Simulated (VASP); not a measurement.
Here is a VASP 6.6.1 calculation.

Contents of INCAR:

```
SYSTEM = Ca2B5
  ALGO = Normal
  EDIFF = 1E-6
  ENCUT = 520
  GGA = PE
  ISIF = 2
  ISMEAR = 0
  LASPH = .True.
  LCHARG = .True.
  LELF = .True.
  LREAL = .False.
  LVHAR = .True.
  LWAVE = .False.
  NBANDS = 26
  NELM = 60
  PREC = Accurate
  SIGMA = 0.1
```

The input KPOINTS:

```
k-points
0
Gamma
  6 6 4
  0 0 0
```

File POSCAR:

```
Ca2B5
1.0
    4.5311703200      0.0000000000      0.0000000000
   -2.2655851600      3.9241086100      0.0000000000
    0.0000000000      0.0000000000      4.5628011600
Ca B
2 5
Direct
    0.3333333300      0.6666666700      0.0000000000
    0.6666666700      0.3333333300      0.0000000000
    0.5000000000      0.0000000000      0.5000000000
    0.0000000000      0.5000000000      0.5000000000
    0.5000000000      0.5000000000      0.5000000000
    0.3333333300      0.6666666700      0.5000000000
    0.6666666700      0.3333333300      0.5000000000
```

Potentials or basis: VASP PAW PBE potentials, release 64 (Ca_sv, B).

Launch:

```sh
$ cat potpaw_PBE.64/Ca_sv/POTCAR potpaw_PBE.64/B/POTCAR > POTCAR
$ mpirun -np 1 vasp_std > vasp.out
```

(1) Predict the pressure.

## Answers

(1) 81.7 GPa.
